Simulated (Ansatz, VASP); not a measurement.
## Two plane-wave programs on CoO

```
Co O
1.0
     1.50547    0.86918    2.43993
    -1.50547    0.86918    2.43993
     0.00000   -1.73837    2.43993
Co O
1 1
Cartesian
  0.0000 0.0000 0.0000
  0.0000 0.0000 3.6599
```

Alike in both runs: task single point; functional PBE; k mesh 11 × 11 × 11; occupations gaussian, width 0.011 eV; collinear spin.

|  | VASP | Ansatz |
| --- | --- | --- |
| version | VASP 6.6.1 | Ansatz 0.2.0 |
| potentials or method | VASP PAW PBE potentials, release 64 (Co, O) | Ansatz PAW |
| plane-wave cutoff (eV) | 520 | 420 |
| valence electrons in the cell | 15 | 23 |

Ansatz gave:

```
gap on the k mesh at the Fermi level (eV)                     : none
pressure (GPa)                                                : 0.2
traceless stress, the component that is largest in VASP (GPa) : -0.57
net moment per atom (μB)                                      : 1.48
size of the moment on the site where the two differ most (μB) : 2.50
```

What did VASP give for the same quantities?

gap on the k mesh at the Fermi level (eV): none; pressure (GPa): -0.6; traceless stress, the component that is largest in VASP (GPa): -0.59; net moment per atom (μB): 1.45; size of the moment on the site where the two differ most (μB): 2.54.

Site moments also hang on the region over which each program counts them. A gap of «none» marks a metal or a gap that the smearing closes. The functional is the same, so the differences come from potentials, cutoffs and numerics. VASP's potentials hold 15 valence electrons a cell and Ansatz's 23, so a difference there can come from the potentials and not from the codes.
